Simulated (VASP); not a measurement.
# MgS (F-43m) in VASP: notebook

Aim: see how the results for MgS move with the level of theory and the settings. Levels: RPBE+D3(BJ), LDA, RPBE+D4, PBE. Tasks: single point.

All numbers are computed with VASP 6.6.1; they aren't measurements. Logs are shortened: lines on timing, memory, paths and dates and some standing lists are left out, and cuts for length are marked.

## (1) The cell of the first run

Symmetry: F-43m, No. 216, cubic system. Conventional cell: a = 5.485 Å, b = 5.485 Å, c = 5.485 Å, α = 90.00°, β = 90.00°, γ = 90.00°. Within 3.1 Å of S (site symmetry -43m) lie 4 Mg at 2.38 Å. Mg (site symmetry -43m) has 4 S at 2.38 Å within 3.1 Å.

## (2) Single point, RPBE+D3(BJ)

The input, INCAR:

```
  PREC = Accurate
  ENCUT = 520
  EDIFF = 1E-6
  ISMEAR = -1
  SIGMA = 0.05
  LREAL = False
  LASPH = True
  NELM = 80
  ALGO = Normal
  ISIF = 2
  LWAVE = False
  LCHARG = False
  GGA = RP
  IVDW = 12
  NBANDS = 11
```

The input, KPOINTS:

```
regular mesh
0
Gamma
  8 8 8
```

The input, POSCAR:

```
MgS
1.0
    0.0000000000      2.7424223246      2.7424223246
    2.7424223246      0.0000000000      2.7424223246
    2.7424223246      2.7424223246      0.0000000000
S Mg
1 1
Direct
    0.2500000000      0.2500000000      0.2500000000
    0.0000000000      0.0000000000      0.0000000000
```

Potentials or basis: VASP PAW PBE potentials, release 64 (S, Mg).

Launch:

```console
$ cat potpaw_PBE.64/S/POTCAR potpaw_PBE.64/Mg/POTCAR > POTCAR
$ mpirun -np 1 vasp_std > vasp.out
```

OUTCAR:

```text
PREC = Accurate
   ENCUT = 520
   EDIFF = 1E-6
   ISMEAR = -1
   LREAL = False
   LASPH = True
   NELM = 80
   ISIF = 2
   GGA = RP
   IVDW = 12
 IVDW          = 12

 ion  position               nearest neighbor table
   1  0.250  0.250  0.250-   2 2.38   2 2.38   2 2.38   2 2.38
   2  0.000  0.000  0.000-   1 2.38   1 2.38   1 2.38   1 2.38

  LATTYP: Found a face centered cubic cell.
 ALAT       =     5.4848446492

  Lattice vectors:

 A1 = (   0.0000000000,   2.7424223246,   2.7424223246)
 A2 = (   2.7424223246,   0.0000000000,   2.7424223246)
 A3 = (   2.7424223246,   2.7424223246,   0.0000000000)

Analysis of symmetry for initial positions (statically):
=====================================================================
 Subroutine PRICEL returns:
 Original cell was already a primitive cell.

 Routine SETGRP: Setting up the symmetry group for a
 face centered cubic supercell.

 Subroutine GETGRP returns: Found 24 space group operations
 (whereof 24 operations were pure point group operations)
 out of a pool of 48 trial point group operations.

The static configuration has the point symmetry T_d .

Analysis of symmetry for dynamics (positions and initial velocities):
=====================================================================
 Subroutine PRICEL returns:
 Original cell was already a primitive cell.

 Routine SETGRP: Setting up the symmetry group for a
 face centered cubic supercell.

 Subroutine GETGRP returns: Found 24 space group operations
 (whereof 24 operations were pure point group operations)
 out of a pool of 48 trial point group operations.

The dynamic configuration has the point symmetry T_d .

 Subroutine INISYM returns: Found 24 space group operations
 (whereof 24 operations are pure point group operations),
 and found     1 'primitive' translations

----------------------------------------------------------------------------------------

                                     Primitive cell

  volume of cell :      41.2509

  direct lattice vectors                    reciprocal lattice vectors
     0.000000000  2.742422325  2.742422325    -0.182320569  0.182320569  0.182320569
     2.742422325  0.000000000  2.742422325     0.182320569 -0.182320569  0.182320569
     2.742422325  2.742422325  0.000000000     0.182320569  0.182320569 -0.182320569

  length of vectors
     3.878370845  3.878370845  3.878370845     0.315788490  0.315788490  0.315788490

  position of ions in fractional coordinates (direct lattice)
     0.250000000  0.250000000  0.250000000
     0.000000000  0.000000000  0.000000000

  ion indices of the primitive-cell ions
   primitive index   ion index
                 1           1
                 2           2

----------------------------------------------------------------------------------------

 KPOINTS: regular mesh

Automatic generation of k-mesh.
 Grid dimensions read from file:
 generate k-points for:    8    8    8

 Generating k-lattice:

  Cartesian coordinates                     Fractional coordinates (reciprocal lattice)
    -0.022790071  0.022790071  0.022790071     0.125000000  0.000000000  0.000000000
     0.022790071 -0.022790071  0.022790071     0.000000000  0.125000000  0.000000000
     0.022790071  0.022790071 -0.022790071     0.000000000  0.000000000  0.125000000

  Length of vectors
     0.039473561  0.039473561  0.039473561

  Shift w.r.t. Gamma in fractional coordinates (k-lattice)
     0.000000000  0.000000000  0.000000000

 Subroutine IBZKPT returns following result:
 ===========================================

 Found     29 irreducible k-points:

 Following reciprocal coordinates:
            Coordinates               Weight
  0.000000  0.000000  0.000000      1.000000
  0.125000  0.000000  0.000000      8.000000
  0.250000  0.000000  0.000000      8.000000
  0.375000  0.000000  0.000000      8.000000
  0.500000  0.000000  0.000000      4.000000
  0.125000  0.125000  0.000000      6.000000
[... 16 lines left out ...]
  0.500000  0.250000  0.125000     48.000000
 -0.375000  0.250000  0.125000     24.000000
 [... further k-points ...]
   k-points           NKPTS =     29   k-points in BZ     NKDIM =     29   number of bands    NBANDS=     11
   number of dos      NEDOS =    301   number of ions     NIONS =      2
   total plane-waves  NPLWV =  27000
   dimension x,y,z NGX =    30 NGY =   30 NGZ =   30
   dimension x,y,z NGXF=    60 NGYF=   60 NGZF=   60
   ions per type =               1   1
   NGX,Y,Z   is equivalent  to a cutoff of  12.86, 12.86, 12.86 a.u.
   NGXF,Y,Z  is equivalent  to a cutoff of  25.72, 25.72, 25.72 a.u.
 SYSTEM =  unknown system
   PREC   = accura    normal or accurate (medium, high low for compatibility)
   ISTART =      0    job   : 0-new  1-cont  2-samecut
   ICHARG =      2    charge: 1-file 2-atom 10-const
   ISPIN  =      1    spin polarized calculation?
   LNONCOLLINEAR =      F non collinear calculations
   LSORBIT =      F    spin-orbit coupling
   LASPH  =      T    aspherical Exc in radial PAW
   ENCUT  =  520.0 eV  38.22 Ry    6.18 a.u.   7.21  7.21  7.21*2*pi/ulx,y,z
   NELM   =     80;   NELMIN=  2; NELMDL= -5     # of ELM steps
   EDIFF  = 0.1E-05   stopping-criterion for ELM
   LREAL  =      F    real-space projection
   EDIFFG = 0.1E-04   stopping-criterion for IOM
   NSW    =      0    number of steps for IOM
   IBRION =     -1    ionic relax: 0-MD 1-quasi-New 2-CG
   NFREE  =      0    steps in history (QN), initial steepest desc. (CG)
   ISIF   =      2    stress and relaxation
   ISYM   =      2    0-nonsym 1-usesym 2-fastsym
   POTIM  = 0.5000    time-step for ionic-motion
   TEBEG  =    0.0;   TEEND  =   0.0 temperature during run
   PSTRESS=    0.0 pullay stress
   NELECT =       8.0000    total number of electrons
   NUPDOWN=      -1.0000    fix difference up-down
   EMIN   =  10.00;   EMAX   =-10.00  energy-range for DOS
   EFERMI =   0.00;   METHOD = LEGACY
   ISMEAR =    -1;   SIGMA  =   0.05  broadening in eV -4-tet -1-fermi 0-gaus
   EFERMI_NEDOS =   21; number of points for ismear=-14 and -15
   IALGO  =     38    algorithm
   IMIX   =      4    mixing-type and parameters
     AMIX     =   0.40;   BMIX     =  1.00
     AMIX_MAG =   1.60;   BMIX_MAG =  1.00
  volume/ion in A,a.u.               =      20.63       139.19
  Fermi-wavevector in a.u.,A,eV,Ry     =   0.947605  1.790713 12.217412  0.897954
  Thomas-Fermi vector in A             =   2.075714
   LORBIT       =      0    0 simple, 1 ext, 2 COOP (PROOUT), +10 PAW based schemes
   GGA     = RP    functional components
   LHFCALC =     F    Hartree Fock is set to
   AEXX    =    0.0000 exact exchange contribution
   IVDW    =    12    specifies the selected vdW correction
   LEPSILON=     F    determine dielectric tensor
   LRPA    =     F    only Hartree local field effects (RPA)
 non-spin polarized calculation
  energy-cutoff  :      520.00
  volume of cell :       41.25
 maximum number of plane-waves:      1139
 NGX is ok and might be reduce to    30
   NGX = 15   NGY = 15   NGZ = 15

 number of electron       7.9999999 magnetization

 Free energy of the ion-electron system (eV)
  ---------------------------------------------------
  ext. energy  EPLUGINS =         0.00000000
  ---------------------------------------------------
  free energy    TOTEN  =        -7.85075634 eV

  energy without entropy =       -7.85075634  energy(sigma->0) =       -7.85075634

 E-fermi :   2.8453     XC(G=0):  -8.5558

 val. band max:        1.7891741615   @ k =   0.0000   0.0000   0.0000
 cond. band min:       5.7307974619   @ k =   0.5000   0.5000   0.0000
 fundamental gap:      3.9416233004
 Fermi energy:         2.8452683721

 k-point     1 :       0.0000    0.0000    0.0000
  band No.  band energies     occupation
      1      -9.7946      2.00000
      2       1.7892      2.00000
      3       1.7892      2.00000
      4       1.7892      2.00000
      5       5.9457      0.00000
      6      10.0642      0.00000
      7      10.0642      0.00000
      8      10.0642      0.00000
      9      12.8323      0.00000
     10      12.8323      0.00000
     11      16.4454      0.00000

 k-point     2 :       0.1250    0.0000    0.0000
  band No.  band energies     occupation
      1      -9.6912      2.00000
      2       1.0798      2.00000
      3       1.7316      2.00000
      4       1.7316      2.00000
      5       6.6059      0.00000
      6       9.9216      0.00000
      7      10.2577      0.00000
      8      10.2577      0.00000
      9      12.3817      0.00000
     10      12.3817      0.00000
     11      15.6074      0.00000

 k-point     3 :       0.2500    0.0000    0.0000
  band No.  band energies     occupation
      1      -9.4208      2.00000
      2      -0.1896      2.00000
      3       1.6020      2.00000
      4       1.6020      2.00000
      5       7.3954      0.00000
      6      10.1185      0.00000
      7      10.2527      0.00000
      8      10.2527      0.00000
      9      12.5048      0.00000
     10      12.5048      0.00000
     11      14.7359      0.00000

 k-point     4 :       0.3750    0.0000    0.0000
  band No.  band energies     occupation
      1      -9.1129      2.00000
      2      -1.2197      2.00000
      3       1.4836      2.00000
      4       1.4836      2.00000
      5       7.4670      0.00000
      6       9.8307      0.00000
      7       9.8307      0.00000
      8      10.8039      0.00000
      9      13.9109      0.00000
     10      13.9109      0.00000
     11      14.8585      0.00000

 k-point     5 :       0.5000    0.0000    0.0000
  band No.  band energies     occupation
      1      -8.9710      2.00000
      2      -1.6167      2.00000
      3       1.4374      2.00000
      4       1.4374      2.00000
      5       7.4089      0.00000
      6       9.6405      0.00000
      7       9.6405      0.00000
      8      11.0358      0.00000
      9      15.3193      0.00000
     10      15.3193      0.00000
     11      15.6761      0.00000
[... 211 lines left out ...]
 k-point    21 :       0.5000    0.5000    0.0000
  band No.  band energies     occupation
      1      -8.7029      2.00000
      2      -1.2507      2.00000
      3       0.6586      2.00000
      4       0.6586      2.00000
      5       5.7308      0.00000
      6       7.6822      0.00000
      7      14.1028      0.00000
      8      15.0532      0.00000
      9      15.0532      0.00000
     10      16.0855      0.00000
     11      16.1130      0.00000

 k-point    22 :       0.3750    0.2500    0.1250
  band No.  band energies     occupation
      1      -9.2098      2.00000
      2      -0.4042      2.00000
      3       0.8618      2.00000
      4       1.3802      2.00000
      5       7.9737      0.00000
      6       9.2098      0.00000
      7       9.6934      0.00000
      8      11.4608      0.00000
      9      11.9069      0.00000
     10      14.6523      0.00000
     11      16.9229      0.00000

 k-point    23 :       0.5000    0.2500    0.1250
  band No.  band energies     occupation
      1      -8.9525      2.00000
      2      -0.9747      2.00000
      3       0.4863      2.00000
      4       1.1859      2.00000
      5       8.0744      0.00000
      6       9.0193      0.00000
      7      10.1756      0.00000
      8      11.2546      0.00000
      9      13.1857      0.00000
     10      16.0697      0.00000
     11      16.4185      0.00000

 k-point    24 :      -0.3750    0.2500    0.1250
  band No.  band energies     occupation
      1      -8.8366      2.00000
      2      -1.2263      2.00000
      3       0.3784      2.00000
      4       1.0807      2.00000
      5       8.0841      0.00000
      6       8.7528      0.00000
      7      10.9765      0.00000
      8      11.1677      0.00000
      9      13.8034      0.00000
     10      15.2673      0.00000
     11      16.6820      0.00000

 [... further k-points ...]

------------------------ aborting loop because EDIFF is reached ----------------------------------------

 Edisp (eV)   -2.24386

 E8    (eV) :    -1.3120

  FORCE on cell =-STRESS in cart. coord.  units (eV):
  Direction    XX          YY          ZZ          XY          YZ          ZX
  --------------------------------------------------------------------------------------
  -------------------------------------------------------------------------------------
  Total      -0.04962    -0.04962    -0.04962     0.00000     0.00000    -0.00000
  in kB      -1.92720    -1.92720    -1.92720     0.00000     0.00000    -0.00000
  external pressure =       -1.93 kB  Pullay stress =        0.00 kB

 VOLUME and BASIS-vectors are now :
 -----------------------------------------------------------------------------
  energy-cutoff  :      520.00
  volume of cell :       41.25
      direct lattice vectors                 reciprocal lattice vectors
     0.000000000  2.742422325  2.742422325    -0.182320569  0.182320569  0.182320569
     2.742422325  0.000000000  2.742422325     0.182320569 -0.182320569  0.182320569
     2.742422325  2.742422325  0.000000000     0.182320569  0.182320569 -0.182320569

 POSITION                                       TOTAL-FORCE (eV/Angst)
 -----------------------------------------------------------------------------------
      1.37121      1.37121      1.37121        -0.000000      0.000000      0.000000
      0.00000      0.00000      0.00000         0.000000     -0.000000     -0.000000
 -----------------------------------------------------------------------------------
    total drift:                               -0.000000     -0.000000     -0.000000

  FREE ENERGIE OF THE ION-ELECTRON SYSTEM (eV)
  ---------------------------------------------------
  free  energy   TOTEN  =       -10.0946125840 eV

  energy  without entropy=      -10.0946125839  energy(sigma->0) =      -10.09461258
```

Run time: 9.4 s. Hardware: 1 thread of Intel Xeon 6975P-C, shared host; peak memory 0.18 GiB.

Results:

| Quantity | Value |
| --- | --- |
| Free energy | -10.0946 eV |
| Pressure | -0.2 GPa |
| Band gap on the k mesh | 3.94 eV, indirect (least direct gap 4.16 eV) |
| Dispersion energy per atom | -1.122 eV |

Caveat: the PAW data sets were made with another functional, which shifts forces and pressure a little.

[end of part 1 of 2]
